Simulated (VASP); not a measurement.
# Br: single point with r2SCAN

Crystal: Br.

```
CELL_PARAMETERS angstrom
-3.10042 3.10042 1.69133
3.10042 -3.10042 1.69133
3.10042 3.10042 -1.69133
ATOMIC_POSITIONS crystal
Br 0.00000 0.00000 0.00000
Br 0.75000 0.25000 0.50000
```

```
Program             : VASP 6.6.1
Task                : single point
Functional          : r2SCAN
Potentials or basis : VASP PAW PBE potentials, release 64 (Br)
Cutoff              : 520 eV
k mesh              : 6 × 6 × 6
Occupations         : gaussian, width 0.1 eV
Spin                : no spin polarisation
```

```json
{
  "Pressure": "-2.6 GPa",
  "Band gap on the k mesh": "zero (bands 7 and 8 overlap by 1.53 eV)"
}
```

Stress tensor (GPa, compression positive):
```
-2.49  0.00  0.00
 0.00 -2.49  0.00
 0.00  0.00 -2.88
```

Levels at points of the mesh, in eV from the Fermi level:
```
           k point  band 2  band 3  band 4  band 5  band 6  band 7  band 8  band 9  band 10  band 11
(0.00, 0.00, 0.00)  -13.80   -3.07   -3.07    0.05    0.07    0.09    0.09    6.69     7.24    10.73
(0.50, 0.00, 0.00)  -13.83   -3.51   -2.79   -2.75   -1.25   -0.79    0.08    8.16     8.52    10.18
(0.50, 0.50, 0.00)  -14.62   -2.02   -2.02   -1.86   -1.86    0.15    0.15    9.51     9.51    10.70
(0.50, 0.50, 0.50)  -14.55   -4.05   -4.05   -0.03   -0.03    0.66    0.66    9.71     9.71    12.38
```

Run time: 2.5 min on 1 thread of Oxide Virtual Turin-like Processor, with other jobs on the host, peak memory 0.18 GiB.

Caveat: the PAW data sets were made with another functional, which shifts forces and pressure a little.
